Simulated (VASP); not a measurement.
Here is a VASP 6.6.1 calculation.

Contents of POSCAR:

```
Sn
1.0
   -1.8946520000      1.8946520000      1.8946520000
    1.8946520000     -1.8946520000      1.8946520000
    1.8946520000      1.8946520000     -1.8946520000
Sn
1
Direct
    0.0000000000      0.0000000000      0.0000000000
```

Contents of INCAR.step1:

```
ALGO = Normal ; EDIFF = 1E-4
ENCUT = 520 ; GGA = PE
ISMEAR = -1 ; LASPH = T
LCHARG = F ; LREAL = F
LWAVE = T ; NBANDS = 13
NELM = 100 ; PREC = Accurate
SIGMA = 0.05
```

INCAR.step2

```
ALGO = Normal ; EDIFF = 1E-6
ENCUT = 520 ; ISIF = 2
ISMEAR = -1 ; ISTART = 1
LASPH = T ; LCHARG = F
LMIXTAU = T ; LREAL = F
LWAVE = F ; METAGGA = R2SCAN
NBANDS = 13 ; NELM = 100
PREC = Accurate ; SIGMA = 0.05
```

The input KPOINTS:

```
k-points
0
Gamma
  13 13 13
```

Potentials or basis: VASP PAW PBE potentials, release 64 (Sn_d).

Launch:

```console
$ cat potpaw_PBE.64/Sn_d/POTCAR > POTCAR
$ cp INCAR.step1 INCAR
$ mpirun -np 1 vasp_std > vasp.out
$ cp INCAR.step2 INCAR
$ mpirun -np 1 vasp_std > vasp.out
```

**Question.** Predict the pressure.

**Answer.** -0.3 GPa.

**Question.** Predict the band gap on the k mesh.

**Answer.** Zero (bands 7 and 8 overlap by 10.91 eV).

Caveat: the PAW data sets were made with another functional, which shifts forces and pressure a little; spin-orbit coupling is left out, which moves the levels of the heavy elements.
